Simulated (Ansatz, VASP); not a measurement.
# Li: VASP beside Ansatz

```xyz
2
Lattice="-1.8083 1.8083 3.5625 1.8083 -1.8083 3.5625 1.8083 1.8083 -3.5625" Properties=species:S:1:pos:R:3 pbc="T T T"
Li    0.0000    0.0000    5.7241
Li    0.0000    0.0000    1.4008
```

Alike in both runs: task relaxation of cell and atoms; functional PBE; k mesh 6 × 6 × 6; occupations gaussian, width 0.1 eV; no spin polarisation.

```csv
,VASP,Ansatz
version,VASP 6.6.1,Ansatz 0.2.0
potentials or method,"VASP PAW PBE potentials, release 64 (Li_sv), cutoff 600 eV","scalar-relativistic, plane waves, PAW"
valence electrons in the cell,6,6
```

```tsv
	VASP	Ansatz	Ansatz less VASP
gap on the k mesh at the Fermi level, each at its own relaxed structure (eV)	none	none	-
relaxed volume (Å³/atom)	20.04	20.53	+0.494
relaxed cell length with the largest relative difference (Å)	3.840	3.880	+0.0402
```

A gap of «none» marks a metal or a gap that the smearing closes.

The k mesh is coarse, so the values compare programs but aren't converged. Noted on VASP's run: the cutoff is short for stress, so the pressure is rough.
